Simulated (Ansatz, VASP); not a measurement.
One calculation of AlN, two programs

```
Al N
1.0
    -3.11356    0.00000    0.00000
    -1.55678   -2.69642    0.00000
    -0.25946   -0.44940   13.16670
Al N
4 4
Direct
  0.33333 0.21922 0.68468
  0.33333 0.28230 0.30620
  0.66667 0.64717 0.11695
  0.66667 0.58409 0.49544
  0.33333 0.32129 0.07229
  0.33333 0.25821 0.45077
  0.66667 0.62308 0.26153
  0.66667 0.56000 0.64001
```

Alike in both runs: task single point; functional PBEsol; k mesh 8 × 8 × 3; occupations gaussian, width 0.05 eV; no spin polarisation.

|  | VASP | Ansatz |
| --- | --- | --- |
| version | VASP 6.6.1 | Ansatz 0.2.0 |
| potentials or method | VASP PAW PBE potentials, release 64 (Al, N), cutoff 520 eV | scalar-relativistic, plane waves, PAW |
| valence electrons in the cell | 32 | 32 |

```csv
,VASP,Ansatz,Ansatz less VASP
gap on the k mesh at the Fermi level (eV),none,none,-
pressure (GPa),-1.2,-1.2,-0.01
"traceless stress, the component that is largest in VASP (GPa)",0.90,1.00,+0.103
rms of the force components (eV/Å),0.778,0.781,+0.0027
```

VASP's potentials were made for PBE, not for PBEsol, and Ansatz warns of the same on its side. Atom by atom the forces differ by 0.004 eV/Å (rms over components). A gap of «none» marks a metal or a gap that the smearing closes. The functional is the same, so the differences come from potentials, cutoffs and numerics.
